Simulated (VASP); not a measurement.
# Zr2N (P4_2/mnm) in VASP: notebook, part 2 of 2

VASP 6.6.1. The steps go on from the part before.

## Step 5: Relaxation of cell and atoms, PBEsol, target pressure 30 GPa, at which the enthalpy is minimised

This run uses another cell than the first one, of 13.85 Å³/atom, 0.855 times its volume.

The input, INCAR:

```
SYSTEM = Zr2N
PREC = Accurate
ENCUT = 600
EDIFF = 1E-6
ISMEAR = 0
SIGMA = 0.1
LREAL = .FALSE.
LASPH = .TRUE.
NELM = 60
ALGO = Normal
ISIF = 3
LWAVE = .FALSE.
LCHARG = .FALSE.
GGA = PS
IBRION = 2
NSW = 70
EDIFFG = -0.008
PSTRESS = 300.0
```

The input, KPOINTS:

```
Automatic mesh
0
G
  8 8 10
  0 0 0
```

The input, POSCAR:

```
Zr2N
1.0
    5.1420731666      0.0000000000      0.0000000000
    0.0000000000      5.1420731666      0.0000000000
    0.0000000000      0.0000000000      3.1424670737
Zr N
4 2
Direct
    0.2949013758      0.2949013758      0.0000000000
    0.7050986242      0.7050986242      0.0000000000
    0.7949013758      0.2050986242      0.5000000000
    0.2050986242      0.7949013758      0.5000000000
    0.0000000000      0.0000000000      0.0000000000
    0.5000000000      0.5000000000      0.5000000000
```

Potentials or basis: VASP PAW PBE potentials, release 64 (Zr_sv, N).

Run with:

```bash
cat potpaw_PBE.64/Zr_sv/POTCAR potpaw_PBE.64/N/POTCAR > POTCAR
mpirun -np 1 vasp_std > vasp.out
```

OUTCAR:

```text
SYSTEM = Zr2N
   PREC = Accurate
   ENCUT = 600
   EDIFF = 1E-6
   ISMEAR = 0
   LREAL = .FALSE.
   LASPH = .TRUE.
   NELM = 60
   ISIF = 3
   GGA = PS
   IBRION = 2
   NSW = 70
   EDIFFG = -0.008
   PSTRESS = 300.0

 ion  position               nearest neighbor table
   1  0.295  0.295  0.000-   5 2.14   6 2.17   6 2.17   2 2.98   4 3.05   3 3.05   4 3.05   3 3.05
                             4 3.05   4 3.05   3 3.05   3 3.05   2 3.69   2 3.69
   2  0.705  0.705  0.000-   5 2.14   6 2.17   6 2.17   1 2.98   4 3.05   3 3.05   4 3.05   3 3.05
                             3 3.05   3 3.05   4 3.05   4 3.05   1 3.69   1 3.69
   3  0.795  0.205  0.500-   6 2.14   5 2.17   5 2.17   4 2.98   1 3.05   1 3.05   2 3.05   2 3.05
                             2 3.05   2 3.05   1 3.05   1 3.05   4 3.69   4 3.69
   4  0.205  0.795  0.500-   6 2.14   5 2.17   5 2.17   3 2.98   1 3.05   1 3.05   2 3.05   2 3.05
                             1 3.05   1 3.05   2 3.05   2 3.05   3 3.69   3 3.69
   5  0.000  0.000  0.000-   1 2.14   2 2.14   3 2.17   4 2.17   3 2.17   4 2.17
   6  0.500  0.500  0.500-   3 2.14   4 2.14   1 2.17   2 2.17   1 2.17   2 2.17

  LATTYP: Found a simple tetragonal cell.
 ALAT       =     5.1420731666
[... 373 lines left out ...]

 val. band max:       11.4030616112   @ k =   0.3750   0.3750   0.3000
 cond. band min:      11.4314046464   @ k =   0.0000   0.0000   0.2000
 fundamental gap:      0.0283430352
 Fermi energy:        11.4188506699

 k-point     1 :       0.0000    0.0000    0.0000
  band No.  band energies     occupation
      1     -36.8384      2.00000
      2     -36.5765      2.00000
      3     -36.5765      2.00000
      4     -36.4584      2.00000
      5     -16.4015      2.00000
      6     -15.4041      2.00000
[... 877 lines left out ...]
     33      13.6998      0.00000
     34      13.6998      0.00000

 [... further k-points ...]

------------------------ aborting loop because EDIFF is reached ----------------------------------------

  FORCE on cell =-STRESS in cart. coord.  units (eV):
  Direction    XX          YY          ZZ          XY          YZ          ZX
  --------------------------------------------------------------------------------------
  -------------------------------------------------------------------------------------
  Total       15.6511686     15.6511686     15.5634915     -0.0000000      0.0000000      0.0000000
  in kB      300.9111282    300.9111282    299.2254398     -0.0000000      0.0000000      0.0000000
  external PRESSURE =       0.3492321 kB  Pullay stress =     300.0000000 kB
[... 25 lines left out ...]
  energy  without entropy=      -60.8565625653  energy(sigma->0) =      -60.86334007

  enthalpy is  TOTEN    =       -45.2663391719 eV   P V=       15.6037784119

 reached required accuracy - stopping structural energy minimisation
```

OSZICAR:

```text
N       E                     dE             d eps       ncg     rms          rms(c)
DAV:   1     0.667065324660E+03    0.66707E+03   -0.34823E+04  6120   0.196E+03
DAV:   2    -0.397764048241E+01   -0.67104E+03   -0.66075E+03  6946   0.536E+02
[... 43 lines left out ...]
   4 F= -.45266271E+02 E0= -.45259500E+02  d E =-.556318E-03
       N       E                     dE             d eps       ncg     rms          rms(c)
DAV:   1    -0.608701522969E+02   -0.76498E-02   -0.28561E-02  6126   0.124E+00    0.128E-01
DAV:   2    -0.608701392730E+02    0.13024E-04   -0.78334E-04  7840   0.206E-01    0.422E-02
DAV:   3    -0.608701171680E+02    0.22105E-04   -0.86484E-05  8552   0.607E-02    0.177E-02
DAV:   4    -0.608701177276E+02   -0.55957E-06   -0.11750E-05  7418   0.136E-02    0.989E-03
DAV:   5    -0.608701175839E+02    0.14373E-06   -0.18311E-06  4300   0.641E-03
   5 F= -.45266339E+02 E0= -.45259562E+02  d E =-.624524E-03
```

It took 15 min on 1 thread of Intel Xeon Platinum 8259CL at 2.50GHz (Skylake/Cascade Lake), shared host; peak memory 0.39 GiB.

What came out:

| Quantity | Value |
| --- | --- |
| Free energy | -60.8701 eV |
| Relaxed volume | 13.89 Å³/atom |
| Relaxed cell | a = 5.146 Å, b = 5.146 Å, c = 3.147 Å, α = 90.00°, β = 90.00°, γ = 90.00° |
| Space group after relaxing (to 0.05 Å) | P4_2/mnm (No. 136) |
| Energy change on relaxing (the enthalpy is what falls) | -8.0 meV/atom |
| Ionic steps | 5 |
| Pressure after relaxing | 30.0 GPa |
| Largest force after relaxing | 0.003 eV/Å |
| Band gap on the k mesh | zero (band 29 reaches 13.06 eV, above the bottom of band 30 at 10.21 eV) |

Forces on the atoms (eV/Å):
```
Zr  -0.002 -0.002  0.000
Zr   0.002  0.002  0.000
Zr  -0.002  0.002  0.000
Zr   0.002 -0.002  0.000
N    0.000  0.000  0.000
N    0.000  0.000  0.000
```

Stress tensor (GPa, compression positive):
```
30.09  0.00  0.00
 0.00 30.09  0.00
 0.00  0.00 29.92
```

The path:
| step | energy change (eV) | largest force (eV/Å) | pressure (GPa) | volume (Å³) |
| --- | --- | --- | --- | --- |
| 1 | 0.0000 | 0.1506 | 31.00 | 83.09 |
| 2 | -0.1901 | 0.0526 | 27.19 | 84.13 |
| 3 | -0.0696 | 0.0771 | 29.65 | 83.45 |
| 4 | -0.0406 | 0.0218 | 30.14 | 83.29 |
| 5 | -0.0482 | 0.0034 | 30.03 | 83.33 |

Final structure:
```xyz
6
Lattice="5.1456 0.0000 0.0000 0.0000 5.1456 0.0000 0.0000 0.0000 3.1473" Properties=species:S:1:pos:R:3 pbc="T T T"
Zr    1.5133    1.5133    0.0000
Zr    3.6323    3.6323    0.0000
Zr    4.0862    1.0595    1.5737
Zr    1.0595    4.0862    1.5737
N     0.0000    0.0000    0.0000
N     2.5728    2.5728    1.5737
```

Caveat: the cell is relaxed towards a set pressure, so the enthalpy falls and the energy may rise; the PAW data sets were made with another functional, which shifts forces and pressure a little.

## Step 6: The runs side by side

```tsv
task	cell	cutoff (eV)	gap on the mesh (eV)	pressure (GPa)	largest force (eV/Å)
single point	a = 5.427, b = 5.427, c = 3.301 Å, 6 atoms	520	none	-5.0	0.01
single point	a = 5.483, b = 5.483, c = 3.327 Å, 6 atoms	520	none	-9.5	0.01
single point	a = 5.560, b = 5.560, c = 3.359 Å, 6 atoms	520	none	-14.4	0.01
relaxation of cell and atoms	relaxed to 30 GPa from a = 5.142, b = 5.142, c = 3.142 Å, 6 atoms	600	none	30.0	-
```

Alike in all rows: level PBEsol; potentials or basis VASP PAW PBE potentials, release 64 (Zr_sv, N); no spin polarisation; k mesh 8 × 8 × 10; smearing gaussian 0.1 eV.

Caveats: the PAW data sets were made with another functional, which shifts forces and pressure a little; the cell is relaxed towards a set pressure, so the enthalpy falls and the energy may rise (some runs).

Absolute energies hang on the potentials; compare differences alone.
